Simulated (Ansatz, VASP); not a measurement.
**Pd: VASP beside Ansatz**

```xyz
1
Lattice="0.0000 1.8671 1.9449 1.8671 0.0000 1.9449 1.8671 1.8671 0.0000" Properties=species:S:1:pos:R:3 pbc="T T T"
Pd    0.0000    0.0000    0.0000
```

Change from the starting cell: strain -0.040 along x and y, +0.000 along z, atoms carried along.

Alike in both runs: task single point; functional PBEsol; k mesh 20 × 20 × 20; occupations gaussian, width 0.15 eV; no spin polarisation.

```csv
,VASP,Ansatz
version,VASP 6.6.1,Ansatz 0.2.0
potentials or method,"VASP PAW PBE potentials, release 64 (Pd), cutoff 520 eV","scalar-relativistic, plane waves, PAW"
valence electrons in the cell,10,18
```

Ansatz gave:

```
gap on the k mesh at the Fermi level (eV)                     : none
pressure (GPa)                                                : 17.6
traceless stress, the component that is largest in VASP (GPa) : -2.70
```

Task: What did VASP give for the same quantities?

Result: gap on the k mesh at the Fermi level (eV): none; pressure (GPa): 17.2; traceless stress, the component that is largest in VASP (GPa): -2.66.

VASP's potentials were made for PBE, not for PBEsol. A gap of «none» marks a metal or a gap that the smearing closes. VASP's potentials hold 10 valence electrons a cell and Ansatz's 18, so a difference there can come from the potentials and not from the codes.
